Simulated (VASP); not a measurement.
Ge:

```
Ge
1.0
     5.36091    3.09512    1.24899
    -5.36091    3.09512    1.24899
     0.00000   -6.19024    1.24899
Ge
6
Direct
  0.80621 0.18515 0.80621
  0.19379 0.19379 0.81485
  0.18515 0.80621 0.80621
  0.81485 0.19379 0.19379
  0.80621 0.80621 0.18515
  0.19379 0.81485 0.19379
```

The cell was generated, and may not be a known phase.

| Property | Result |
| --- | --- |
| Program | VASP 6.6.1 |
| Task | relaxation of cell and atoms |
| Functional | PBE |
| Potentials or basis | VASP PAW PBE potentials, release 64 (Ge_d) |
| Cutoff | 600 eV |
| k mesh | 6 × 6 × 6 |
| Occupations | gaussian, width 0.1 eV |
| Spin | no spin polarisation |

At the start: pressure 12.3 GPa; volume 20.72 Å³/atom.

Where does the relaxation end?

Over 11 steps the energy falls by 122.2 meV/atom and the volume is 24.14 Å³/atom (+16.5 %); space group R-3m (No. 166, to 0.1 Å) before and after.

The path:
| step | energy change (eV) | largest force (eV/Å) | pressure (GPa) | volume (Å³) |
| --- | --- | --- | --- | --- |
| 1 | 0.0000 | 0.8709 | 12.28 | 124.34 |
| 2 | -0.5205 | 0.5806 | -3.74 | 155.18 |
| 3 | -0.6973 | 0.2384 | 0.27 | 143.25 |
| 4 | -0.6971 | 0.2525 | 0.09 | 143.64 |
| 5 | -0.7188 | 0.1570 | -0.27 | 144.74 |
| 6 | -0.7228 | 0.1550 | -0.22 | 145.30 |
| 7 | -0.7231 | 0.1687 | -0.26 | 145.56 |
| 8 | -0.7309 | 0.0905 | -0.08 | 145.01 |
| 9 | -0.7325 | 0.0581 | 0.04 | 144.72 |
| 10 | -0.7326 | 0.0555 | 0.07 | 144.64 |
| 11 | -0.7332 | 0.0117 | -0.14 | 144.85 |

Final structure:
```cif
data_structure
_symmetry_space_group_name_H-M 'P 1'
_symmetry_Int_Tables_number 1
_cell_length_a 6.7044
_cell_length_b 6.7044
_cell_length_c 6.7044
_cell_angle_alpha 116.401
_cell_angle_beta 116.401
_cell_angle_gamma 116.401
_cell_volume 144.85
loop_
_atom_site_label
_atom_site_type_symbol
_atom_site_fract_x
_atom_site_fract_y
_atom_site_fract_z
_atom_site_occupancy
Ge1 Ge 0.80851 0.18239 0.80851 1
Ge2 Ge 0.19149 0.19149 0.81761 1
Ge3 Ge 0.18239 0.80851 0.80851 1
Ge4 Ge 0.81761 0.19149 0.19149 1
Ge5 Ge 0.80851 0.80851 0.18239 1
Ge6 Ge 0.19149 0.81761 0.19149 1
```

Caveat: the volume moved by over 15 % at a fixed basis, so the end points are rough.
